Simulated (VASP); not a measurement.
Input of a VASP 6.6.1 run:

Contents of INCAR:

```
PREC = Accurate
ENCUT = 520
EDIFF = 1E-6
ISMEAR = 0
SIGMA = 0.05
LREAL = False
LASPH = True
NELM = 100
ALGO = Normal
ISIF = 2
LWAVE = False
LCHARG = False
NBANDS = 18
```

File KPOINTS:

```
regular mesh
0
Gamma
  12 12 8
```

The input POSCAR:

```
PtS2
1.0
    3.4324011697      0.0000000000      0.0000000000
   -1.7162005849      2.9725466090      0.0000000000
    0.0000000000      0.0000000000      5.3693565506
Pt S
1 2
Direct
    0.0000000000      0.0000000000      0.0000000000
    0.3333333333      0.6666666667      0.2500000000
    0.6666666667      0.3333333333      0.7500000000
```

Potentials or basis: VASP PAW LDA potentials, release 64 (Pt, S).

The run is started by

```console
$ cat potpaw_LDA.64/Pt/POTCAR potpaw_LDA.64/S/POTCAR > POTCAR
$ mpirun -np 1 vasp_std > vasp.out
```

**Question.** Estimate the band gap on the k mesh.

**Answer.** 0.67 eV, indirect (least direct gap 0.83 eV).

**Question.** What does it give for the largest force?

**Answer.** 0.985 eV/Å.

**Question.** Predict the pressure.

**Answer.** -2.6 GPa.

Stress tensor (GPa, compression positive):
```
 0.57  0.00  0.00
 0.00  0.57  0.00
 0.00  0.00 -8.84
```

Caveat: spin-orbit coupling is left out, which moves the levels of the heavy elements. A k mesh can miss the band edges.
